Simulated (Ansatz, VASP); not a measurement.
# One calculation of Hf, two programs

```
Hf
1.0
     2.77699    0.00000    0.00000
    -1.38849    2.40494    0.00000
     0.00000    0.00000    2.72870
Hf
1
Direct
  0.00000 0.00000 0.00000
```

Change from the starting cell: volume scaled by 0.78, LAPW.

Alike in both runs: task single point; functional PBE; k mesh 16 × 16 × 15; occupations fermi-dirac, width 0.1 eV; no spin polarisation.

|  | VASP | Ansatz |
| --- | --- | --- |
| version | VASP 6.6.1 | Ansatz 0.2.0 |
| potentials or method | VASP PAW PBE potentials, release 64 (Hf_pv), cutoff 520 eV | all-electron LAPW, scalar-relativistic |

|  | VASP | Ansatz | Ansatz less VASP |
| --- | --- | --- | --- |
| pressure (GPa) | 33.7 | 34.5 | +0.79 |
| traceless stress, the component that is largest in VASP (GPa) | -0.05 | 0.01 | +0.060 |

Both programs put the cell under a high pressure, so it lies far from rest at this level. Ansatz ran all-electron here, and VASP with PAW potentials.

Neither program's run includes spin-orbit coupling.
